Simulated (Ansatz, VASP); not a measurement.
# Two plane-wave programs on Ta4C3

File POSCAR:

```
Ta4C3
1.0
   -3.1177991687      0.0000000000      0.0000000000
   -1.5588995843     -2.7000932840      0.0000000000
    0.3897248961      0.2250077737     10.2185930705
Ta C
4 3
Direct
    0.3259356302      0.3259356303      0.1900275630
    0.3886954410      0.3886954410      0.9431452919
    0.0350181220      0.0350181220      0.6990174637
    0.6811827340      0.6811827340      0.4529928082
    0.3581677670      0.3581677670      0.5768132042
    0.9815122628      0.9815122628      0.0569471534
    0.0037630455      0.0037630455      0.3239565456
```

INCAR.step1

```
SYSTEM = Ta4C3
ALGO = Normal
EDIFF = 1E-4
ENCUT = 520
GGA = PE
ISMEAR = 0
LASPH = .True.
LCHARG = .False.
LREAL = .False.
LWAVE = .True.
NBANDS = 37
NELM = 100
PREC = Accurate
SIGMA = 0.15
```

File INCAR.step2:

```
SYSTEM = Ta4C3
ALGO = Normal
EDIFF = 1E-6
ENCUT = 520
ISIF = 2
ISMEAR = 0
ISTART = 1
LASPH = .True.
LCHARG = .False.
LMIXTAU = .True.
LREAL = .False.
LWAVE = .False.
METAGGA = R2SCAN
NBANDS = 37
NELM = 100
PREC = Accurate
SIGMA = 0.15
```

The input KPOINTS:

```
k-points
0
Gamma
  14 14 4
  0 0 0
```

Input for Ansatz:

```yaml
crystal:
  lattice:
    - [-3.1177991687, 0.0, 0.0]
    - [-1.5588995843, -2.700093284, 0.0]
    - [0.3897248961, 0.2250077737, 10.2185930705]
  atoms:
    - { symbol: Ta, position: [0.3259356302, 0.3259356303, 0.190027563] }
    - { symbol: Ta, position: [0.388695441, 0.388695441, 0.9431452919] }
    - { symbol: Ta, position: [0.035018122, 0.035018122, 0.6990174637] }
    - { symbol: Ta, position: [0.681182734, 0.681182734, 0.4529928082] }
    - { symbol: C, position: [0.358167767, 0.358167767, 0.5768132042] }
    - { symbol: C, position: [0.9815122628, 0.9815122628, 0.0569471534] }
    - { symbol: C, position: [0.0037630455, 0.0037630455, 0.3239565456] }
basis:
  ecutwfc: 500
kpoints:
  mp_grid: { grid: [14, 14, 4] }
hamiltonian:
  xc: r2scan
scf:
  occupations: { method: gaussian, width: 0.15 }
output:
  forces: true
  stress: true
  eigenvalues: true
```

Alike in both runs: task single point; functional r2SCAN; k mesh 14 × 14 × 4; occupations gaussian, width 0.15 eV; no spin polarisation.

|  | VASP | Ansatz |
| --- | --- | --- |
| version | VASP 6.6.1 | Ansatz 0.2.0 |
| potentials or method | VASP PAW PBE potentials, release 64 (Ta_pv, C), cutoff 520 eV | scalar-relativistic, plane waves, PAW |
| valence electrons in the cell | 56 | 64 |

```csv
,VASP,Ansatz,Ansatz less VASP
gap on the k mesh at the Fermi level (eV),none,none,-
pressure (GPa),10.2,8.9,-1.25
"traceless stress, the component that is largest in VASP (GPa)",14.17,14.10,-0.070
rms of the force components (eV/Å),1.683,1.666,-0.0165
```

VASP's potentials were made for PBE, not for r2SCAN. Atom by atom the forces differ by 0.022 eV/Å (rms over components). A gap of «none» marks a metal or a gap that the smearing closes. VASP's potentials hold 56 valence electrons a cell and Ansatz's 64, so a difference there can come from the potentials and not from the codes.

Spin-orbit coupling is off throughout.
